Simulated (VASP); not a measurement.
# Au (I4/mmm) in VASP: further runs

Runs on Au. Level: PBEsol. Tasks: single point.

All numbers are computed with VASP 6.6.1; they aren't measurements. Logs are shortened: lines on timing, memory, paths and dates and some standing lists are left out, and cuts for length are marked.

### Step 1. The cell of the first run

Symmetry: I4/mmm, No. 139, tetragonal system. The conventional cell has a = 3.215 Å, b = 3.215 Å, c = 3.364 Å, α = 90.00°, β = 90.00°, γ = 90.00°. Au (site symmetry 4/mmm) has 14 Au at 2.83 to 3.36 Å within 3.7 Å.

### Step 2. Single point, PBEsol (strain -0.030 along x and y, +0.015 along z)

The input, INCAR:

```
SYSTEM = Au
ALGO     = Normal         ! electronic algorithm
EDIFF    = 1E-7           ! SCF threshold, eV
ENCUT    = 520            ! plane-wave cutoff, eV
GGA      = PS             ! functional
ISIF     = 2              ! what is computed and relaxed
ISMEAR   = 0              ! smearing method
LASPH    = .TRUE.         ! aspherical terms in the spheres
LCHARG   = .TRUE.         ! write CHGCAR
LELF     = .TRUE.         ! ELF
LREAL    = .FALSE.        ! projectors in reciprocal space
LVHAR    = .TRUE.       
LWAVE    = .FALSE.        ! write WAVECAR
NBANDS   = 12             ! bands
NELM     = 80             ! most SCF steps
PREC     = Accurate       ! precision mode
SIGMA    = 0.15           ! smearing width, eV
```

The input, KPOINTS:

```
k-points
0
G
  20 20 20
  0 0 0
```

The input, POSCAR:

```
Au
1.0
   -1.6075509300      1.6075509300      1.6821280350
    1.6075509300     -1.6075509300      1.6821280350
    1.6075509300      1.6075509300     -1.6821280350
Au
1
Direct
    0.0000000000      0.0000000000      0.0000000000
```

Potentials or basis: VASP PAW PBE potentials, release 64 (Au).

Command:

```sh
$ cat potpaw_PBE.64/Au/POTCAR > POTCAR
$ mpirun -np 1 vasp_std > vasp.out
```

OUTCAR:

```text
SYSTEM = Au
   EDIFF = 1E-7
   ENCUT = 520
   GGA = PS
   ISIF = 2
   ISMEAR = 0
   LASPH = .TRUE.
   LREAL = .FALSE.
   NELM = 80
   PREC = Accurate

 ion  position               nearest neighbor table
   1  0.000  0.000  0.000-

  LATTYP: Found a body centered tetragonal cell.
 ALAT       =     3.2151018600
 C/A-ratio  =     1.0463917526

  Lattice vectors:

 A1 = (  -1.6075509300,   1.6075509300,   1.6821280350)
 A2 = (   1.6075509300,  -1.6075509300,   1.6821280350)
 A3 = (   1.6075509300,   1.6075509300,  -1.6821280350)

Analysis of symmetry for initial positions (statically):
=====================================================================
 Subroutine PRICEL returns:
 Original cell was already a primitive cell.

 Routine SETGRP: Setting up the symmetry group for a
 body centered tetragonal supercell.

 Subroutine GETGRP returns: Found 16 space group operations
 (whereof 16 operations were pure point group operations)
 out of a pool of 16 trial point group operations.

The static configuration has the point symmetry D_4h.

Analysis of symmetry for dynamics (positions and initial velocities):
=====================================================================
 Subroutine PRICEL returns:
 Original cell was already a primitive cell.

 Routine SETGRP: Setting up the symmetry group for a
 body centered tetragonal supercell.

 Subroutine GETGRP returns: Found 16 space group operations
 (whereof 16 operations were pure point group operations)
 out of a pool of 16 trial point group operations.

The dynamic configuration has the point symmetry D_4h.

 Subroutine INISYM returns: Found 16 space group operations
 (whereof 16 operations are pure point group operations),
 and found     1 'primitive' translations

----------------------------------------------------------------------------------------

                                     Primitive cell

  volume of cell :      17.3880

  direct lattice vectors                    reciprocal lattice vectors
    -1.607550930  1.607550930  1.682128035     0.000000000  0.311032136  0.297242534
     1.607550930 -1.607550930  1.682128035     0.311032136  0.000000000  0.297242534
     1.607550930  1.607550930 -1.682128035     0.311032136  0.311032136  0.000000000

  length of vectors
     2.828072614  2.828072614  2.828072614     0.430225655  0.430225655  0.439865866

  position of ions in fractional coordinates (direct lattice)
[... 83 lines left out ...]
   ISIF   =      2    stress and relaxation
   ISYM   =      2    0-nonsym 1-usesym 2-fastsym
   POTIM  = 0.5000    time-step for ionic-motion
   TEBEG  =    0.0;   TEEND  =   0.0 temperature during run
   PSTRESS=    0.0 pullay stress
   NELECT =      11.0000    total number of electrons
   NUPDOWN=      -1.0000    fix difference up-down
   EMIN   =  10.00;   EMAX   =-10.00  energy-range for DOS
   EFERMI =   0.00;   METHOD = LEGACY
   ISMEAR =     0;   SIGMA  =   0.15  broadening in eV -4-tet -1-fermi 0-gaus
   EFERMI_NEDOS =   21; number of points for ismear=-14 and -15
   IALGO  =     38    algorithm
   IMIX   =      4    mixing-type and parameters
     AMIX     =   0.40;   BMIX     =  1.00
     AMIX_MAG =   1.60;   BMIX_MAG =  1.00
  volume/ion in A,a.u.               =      17.39       117.34
  Fermi-wavevector in a.u.,A,eV,Ry     =   1.405366  2.655757 26.872249  1.975055
  Thomas-Fermi vector in A             =   2.527835
   LORBIT       =      0    0 simple, 1 ext, 2 COOP (PROOUT), +10 PAW based schemes
   GGA     = PS    functional components
   LHFCALC =     F    Hartree Fock is set to
   AEXX    =    0.0000 exact exchange contribution
   IVDW    =     0    specifies the selected vdW correction
   LEPSILON=     F    determine dielectric tensor
   LRPA    =     F    only Hartree local field effects (RPA)
 non-spin polarized calculation
 Gauss-broadening in eV      SIGMA  =   0.15
  energy-cutoff  :      520.00
  volume of cell :       17.39
 maximum number of plane-waves:       480
 NGX is ok and might be reduce to    24
   NGX = 11   NGY = 11   NGZ = 11

 number of electron      11.0000000 magnetization

 Free energy of the ion-electron system (eV)
  ---------------------------------------------------
  ext. energy  EPLUGINS =         0.00000000
  ---------------------------------------------------
  free energy    TOTEN  =        -3.90136442 eV

  energy without entropy =       -3.89829151  energy(sigma->0) =       -3.89982797

 E-fermi :   8.9709     XC(G=0): -12.7683

 val. band max:        8.9674676464   @ k =   0.4000   0.1000  -0.0000
 cond. band min:       8.9721565922   @ k =  -0.2500  -0.3500   0.1500
 fundamental gap:      0.0046889458
 Fermi energy:         8.9708988767

 k-point     1 :       0.0000    0.0000    0.0000
  band No.  band energies     occupation
      1      -0.7522      2.00000
      2       4.1138      2.00000
      3       4.1138      2.00000
      4       4.3946      2.00000
      5       5.9059      2.00000
      6       6.2302      2.00000
      7      24.9480      0.00000
      8      25.7013      0.00000
      9      25.7013      0.00000
     10      31.9203      0.00000
     11      33.4332      0.00000
     12      33.4337      0.00000
[... 331 lines left out ...]
 k-point    24 :      -0.3500    0.0500    0.0000
  band No.  band energies     occupation
      1       1.7621      2.00000
      2       3.5086      2.00000
      3       4.8727      2.00000
      4       5.7129      2.00000
      5       6.2723      2.00000
      6       6.5953      2.00000
      7      17.5211      0.00000
      8      22.7330      0.00000
      9      25.0496      0.00000
     10      29.2537      0.00000
     11      30.3996      0.00000
     12      31.5183      0.00000

 [... further k-points ...]

------------------------ aborting loop because EDIFF is reached ----------------------------------------

  FORCE on cell =-STRESS in cart. coord.  units (eV):
  Direction    XX          YY          ZZ          XY          YZ          ZX
  --------------------------------------------------------------------------------------
  -------------------------------------------------------------------------------------
  Total       -0.3878186     -0.3878186     -0.3624357      0.0000000      0.0000000      0.0000000
  in kB      -35.7347455    -35.7347455    -33.3958948      0.0000000      0.0000000      0.0000000
  external PRESSURE =     -34.9551286 kB  Pullay stress =       0.0000000 kB

 VOLUME and BASIS-vectors are now :
 -----------------------------------------------------------------------------
  energy-cutoff  :      520.00
  volume of cell :       17.39
      direct lattice vectors                 reciprocal lattice vectors
    -1.607550930  1.607550930  1.682128035     0.000000000  0.311032136  0.297242534
     1.607550930 -1.607550930  1.682128035     0.311032136  0.000000000  0.297242534
     1.607550930  1.607550930 -1.682128035     0.311032136  0.311032136  0.000000000

 POSITION                                       TOTAL-FORCE (eV/Angst)
 -----------------------------------------------------------------------------------
      0.00000      0.00000      0.00000         0.000000     -0.000000     -0.000000
 -----------------------------------------------------------------------------------
    total drift:                               -0.000000      0.000000     -0.000000

  FREE ENERGIE OF THE ION-ELECTRON SYSTEM (eV)
  ---------------------------------------------------
  free  energy   TOTEN  =        -3.9013644221 eV

  energy  without entropy=       -3.8982915139  energy(sigma->0) =       -3.89982797
```

stdout:

```text
POSCAR found type information on POSCAR Au
 POSCAR found :  1 types and       1 ions
 scaLAPACK will be used
 -----------------------------------------------------------------------------
|                                                                             |
|                                                                             |
|     You enforced a specific xc type in the INCAR file but a different       |
|     I HOPE YOU KNOW WHAT YOU ARE DOING!                                     |
|                                                                             |
 -----------------------------------------------------------------------------

 LDA part: xc-table for (Slater+PW92), standard interpolation
 POSCAR, INCAR and KPOINTS ok, starting setup
 FFT: planning ... GRIDC
 FFT: planning ... GRID_SOFT
 FFT: planning ... GRID
 WAVECAR not read
 entering main loop
```

Run time: 52 s. Hardware: 1 thread of Intel Xeon Platinum 8488C (Sapphire Rapids), shared host; peak memory 0.25 GiB.

What came out:

```
Free energy : -3.9014 eV
Pressure    : -3.5 GPa
```

Caveat: the cell differs from its parent crystal (strain -0.030 along x and y, +0.015 along z); the PAW data sets were made with another functional, which shifts forces and pressure a little; spin-orbit coupling is left out, which moves the levels of the heavy elements.

### Step 3. Single point, PBEsol (strain +0.030 along x and y, -0.030 along z)

The input, INCAR:

```
SYSTEM = Au
PREC = Accurate
ENCUT = 520
EDIFF = 1E-6
ISMEAR = 0
SIGMA = 0.15
LREAL = .False.
LASPH = .True.
NELM = 60
ALGO = Normal
ISIF = 2
LWAVE = .False.
LCHARG = .False.
GGA = PS
NBANDS = 12
```

The input, KPOINTS:

```
regular mesh
0
Gamma
  20 20 20
  0 0 0
```

The input, POSCAR:

```
Au
1.0
   -1.7069870700      1.7069870700      1.6075509300
    1.7069870700     -1.7069870700      1.6075509300
    1.7069870700      1.7069870700     -1.6075509300
Au
1
Direct
    0.0000000000      0.0000000000      0.0000000000
```

Potentials or basis: VASP PAW PBE potentials, release 64 (Au).

Command:

```sh
$ cat potpaw_PBE.64/Au/POTCAR > POTCAR
$ mpirun -np 1 vasp_std > vasp.out
```

It used 150 s of CPU time on 1 thread of AMD EPYC 7R13 Processor (Zen 3), with other jobs on the host.

The run converged. Its results:

```
Free energy : -3.8320 eV
Pressure    : -12.5 GPa
```

Stress tensor (GPa, compression positive):
```
-12.27   0.00   0.00
  0.00 -12.27   0.00
  0.00   0.00 -13.06
```

Levels at points of the mesh, in eV from the Fermi level:
```tsv
k point	band 2	band 3	band 4	band 5	band 6	band 7	band 8	band 9	band 10	band 11
(0.00, 0.00, 0.00)	-4.63	-4.27	-4.27	-2.97	-2.55	16.04	16.04	17.13	22.08	22.08
(0.50, 0.00, 0.00)	-5.46	-2.84	-2.39	-1.43	-0.22	3.15	11.94	12.76	19.85	20.65
(0.50, 0.50, 0.00)	-5.08	-3.16	-2.69	-1.49	-0.55	2.69	12.83	14.08	21.48	21.49
(0.50, 0.50, 0.50)	-6.07	-1.80	-1.80	-1.68	5.57	5.57	7.25	8.42	14.38	15.68
```

Caveat: the cell differs from its parent crystal (strain +0.030 along x and y, -0.030 along z); the PAW data sets were made with another functional, which shifts forces and pressure a little; spin-orbit coupling is left out, which moves the levels of the heavy elements.

### Step 4. Single point, PBEsol (strain +0.000 along x and y, +0.030 along z)

The input, INCAR:

```
SYSTEM = Au
PREC     = Accurate       ! precision mode
ENCUT    = 520            ! plane-wave cutoff, eV
EDIFF    = 1E-6           ! SCF threshold, eV
ISMEAR   = 0              ! smearing method
SIGMA    = 0.15           ! smearing width, eV
LREAL    = .False.        ! projectors in reciprocal space
LASPH    = .True.         ! aspherical terms in the spheres
NELM     = 80             ! most SCF steps
ALGO     = Normal         ! electronic algorithm
ISIF     = 2              ! what is computed and relaxed
LWAVE    = .False.        ! write WAVECAR
LCHARG   = .False.        ! write CHGCAR
GGA      = PS             ! functional
NBANDS   = 12             ! bands
```

The input, KPOINTS:

```
Automatic mesh
0
Gamma
  20 20 20
  0 0 0
```

The input, POSCAR:

```
Au
1.0
   -1.6572690000      1.6572690000      1.7069870700
    1.6572690000     -1.6572690000      1.7069870700
    1.6572690000      1.6572690000     -1.7069870700
Au
1
Direct
    0.0000000000      0.0000000000      0.0000000000
```

Command:

```sh
$ cat potpaw_PBE.64/Au/POTCAR > POTCAR
$ mpirun -np 1 vasp_std > vasp.out
```

It used 200 s of CPU time on 1 thread of AMD EPYC 7R13 Processor (Zen 3), on a shared host.

The run converged. Its results:

```yaml
Free_energy: -3.8295 eV
Pressure: -12.7 GPa
```

Stress tensor (GPa, compression positive):
```
-12.73   0.00   0.00
  0.00 -12.73   0.00
  0.00   0.00 -12.52
```

Levels at points of the mesh, in eV from the Fermi level:
```tsv
k point	band 3	band 4	band 5	band 6	band 7	band 8	band 9	band 10
(0.00, 0.00, 0.00)	-4.44	-4.28	-2.82	-2.63	16.10	16.58	16.58	22.02
(0.50, 0.00, 0.00)	-2.95	-2.56	-1.44	-0.37	2.93	12.38	13.40	20.69
(0.50, 0.50, 0.00)	-2.72	-2.49	-1.40	-0.21	3.15	11.95	12.76	19.84
(0.50, 0.50, 0.50)	-1.78	-1.73	-1.73	5.60	6.40	6.40	8.52	14.71
```

Caveat: the cell differs from its parent crystal (strain +0.000 along x and y, +0.030 along z); the PAW data sets were made with another functional, which shifts forces and pressure a little; spin-orbit coupling is left out, which moves the levels of the heavy elements.

### Step 5. Overview

| cell | gap on the mesh (eV) | pressure (GPa) |
| --- | --- | --- |
| a = 2.828 Å, angles 110.7, 110.7, 107.0°, 1 atom | none | -3.5 |
| a = 2.900 Å, angles 107.9, 107.9, 112.7°, 1 atom | none | -12.5 |
| a = 2.899 Å, angles 110.3, 110.3, 107.9°, 1 atom | none | -12.7 |

Alike in all rows: task single point; level PBEsol; potentials or basis VASP PAW PBE potentials, release 64 (Au); no spin polarisation; k mesh 20 × 20 × 20; cutoff (eV) 520; smearing gaussian 0.15 eV.

Caveats: the PAW data sets were made with another functional, which shifts forces and pressure a little; spin-orbit coupling is left out, which moves the levels of the heavy elements.

Total energies depend on the potentials used, so only differences within one code and one set of settings carry meaning.
